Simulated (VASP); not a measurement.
Runs of VASP 6.6.1 on Au. The structure is that of space group Pm-3m (No. 221), or close to it. The cells are those of the table. 

| cell | k mesh | gap on the mesh (eV) | pressure (GPa) |
| --- | --- | --- | --- |
| a = 2.779 Å, 1 atom | 18 × 18 × 18 | none | -0.1 |
| a = 2.703 Å, 1 atom | 13 × 13 × 13 | none | 9.3 |
| a = 2.851 Å, 1 atom | 13 × 13 × 13 | none | -5.6 |
| a = 2.779 Å, 1 atom | 13 × 13 × 13 | none | (b) |
| a = 2.663 Å, 1 atom | 13 × 13 × 13 | none | (a) |

Alike in all rows: task single point; level RPBE; potentials or basis VASP PAW PBE potentials, release 64 (Au); no spin polarisation; cutoff (eV) 520; smearing fermi-dirac 0.1 eV.

Estimate the missing entries.

(a) 16.4; (b) -0.2.

Caveats: the PAW data sets were made with another functional, which shifts forces and pressure a little; spin-orbit coupling is left out, which moves the levels of the heavy elements.

A k mesh can miss the band edges, and the runs leave out spin-orbit coupling on Au.

A gap of «none» marks levels without a gap at the run's occupations.
